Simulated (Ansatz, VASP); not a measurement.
## Be in VASP and in Ansatz

INCAR

```
  ALGO = Fast
  EDIFF = 1E-6
  ENCUT = 520
  GGA = PS
  ISIF = 2
  ISMEAR = 0
  LASPH = T
  LCHARG = F
  LREAL = F
  LWAVE = F
  NBANDS = 12
  NELM = 80
  PREC = Accurate
  SIGMA = 0.1
```

Contents of KPOINTS:

```
k-points
0
Gamma
  6 6 6
```

The input POSCAR:

```
Be
1.0
    1.7017506994     -2.8841518492      0.0000000000
    1.7017506994      2.8841518492      0.0000000000
    0.0000000000      0.0000000000      3.4080286358
Be
4
Direct
    0.1525000000      0.8475000000      0.0785000000
    0.6525000000      0.3475000000      0.4215000000
    0.8475000000      0.1525000000      0.9215000000
    0.3475000000      0.6525000000      0.5785000000
```

Input for Ansatz:

```yaml
crystal:
  lattice:
    - [1.7017506994, -2.8841518492, 0.0]
    - [1.7017506994, 2.8841518492, 0.0]
    - [0.0, 0.0, 3.4080286358]
  atoms:
    - { symbol: Be, position: [0.1525, 0.8475, 0.0785] }
    - { symbol: Be, position: [0.6525, 0.3475, 0.4215] }
    - { symbol: Be, position: [0.8475, 0.1525, 0.9215] }
    - { symbol: Be, position: [0.3475, 0.6525, 0.5785] }
basis:
  ecutwfc: 420
kpoints:
  mp_grid: { grid: [6, 6, 6] }
hamiltonian:
  xc: pbesol
scf:
  occupations: { method: gaussian, width: 0.1 }
  lower_state_search: "off"
output:
  forces: true
  stress: true
  eigenvalues: true
```

Alike in both runs: task single point; functional PBEsol; k mesh 6 × 6 × 6; occupations gaussian, width 0.1 eV; no spin polarisation.

|  | VASP | Ansatz |
| --- | --- | --- |
| version | VASP 6.6.1 | Ansatz 0.2.0 |
| potentials or method | VASP PAW PBE potentials, release 64 (Be), cutoff 520 eV | scalar-relativistic, plane waves, PAW |
| valence electrons in the cell | 8 | 8 |

VASP gave:

- gap on the k mesh at the Fermi level (eV): none
- pressure (GPa): 26.3
- traceless stress, the component that is largest in VASP (GPa): 22.01
- rms of the force components (eV/Å): 1.067

Estimate Ansatz's values.

gap on the k mesh at the Fermi level (eV): none; pressure (GPa): 26.0; traceless stress, the component that is largest in VASP (GPa): 22.03; rms of the force components (eV/Å): 1.072.

VASP's potentials were made for PBE, not for PBEsol. Atom by atom the forces differ by 0.006 eV/Å (rms over components). A gap of «none» marks a metal or a gap that the smearing closes.
